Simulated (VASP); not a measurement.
Set up this calculation in VASP 6.6.1, as the native input.

- Task: single point
- Functional: PBEsol
- Potentials or basis: VASP PAW PBE potentials, release 64 (Sc_sv, Al)
- Cutoff: 520 eV
- k mesh: 12 × 12 × 12
- Occupations: gaussian, width 0.1 eV
- Spin: no spin polarisation
- Dipole correction: no
- Further INCAR settings: ALGO = Fast; EDIFF = 1e-06; NBANDS = 26

The structure of Sc3Al lies in POSCAR:

```
Sc3Al
1.0
    4.5497867989      0.0000000000      0.0000000000
    0.0000000000      4.5497867989      0.0000000000
    0.0000000000      0.0000000000      4.2697999190
Sc Al
3 1
Direct
    0.5000000000      0.0000000000      0.5000000000
    0.0000000000      0.5000000000      0.5000000000
    0.5000000000      0.5000000000      0.0000000000
    0.0000000000      0.0000000000      0.0000000000
```

This cell differs from its parent crystal: biaxial strain in the a-b plane: +4.0 %.

One way to write it, as run:

INCAR

```
ALGO = Fast
EDIFF = 1E-6
ENCUT = 520
GGA = PS
ISIF = 2
ISMEAR = 0
LASPH = True
LCHARG = False
LREAL = False
LWAVE = False
NBANDS = 26
NELM = 60
PREC = Accurate
SIGMA = 0.1
```

KPOINTS

```
k-points
0
Gamma
  12 12 12
```

Potentials or basis: VASP PAW PBE potentials, release 64 (Sc_sv, Al).

Run with:

```console
$ cat potpaw_PBE.64/Sc_sv/POTCAR potpaw_PBE.64/Al/POTCAR > POTCAR
$ mpirun -np 1 vasp_std > vasp.out
```

Results of the run:

```yaml
Pressure: -3.2 GPa
Band_gap_on_the_k_mesh: zero (bands 18 and 19 overlap by 1.52 eV)
```

Caveat: the cell differs from its parent crystal (biaxial strain in the a-b plane: +4.0 %); the cell stands under tension; the PAW data sets were made with another functional, which shifts forces and pressure a little.

Run time: 13 min on 1 thread of Oxide Virtual Turin-like Processor (shared host), peak memory 0.44 GiB.
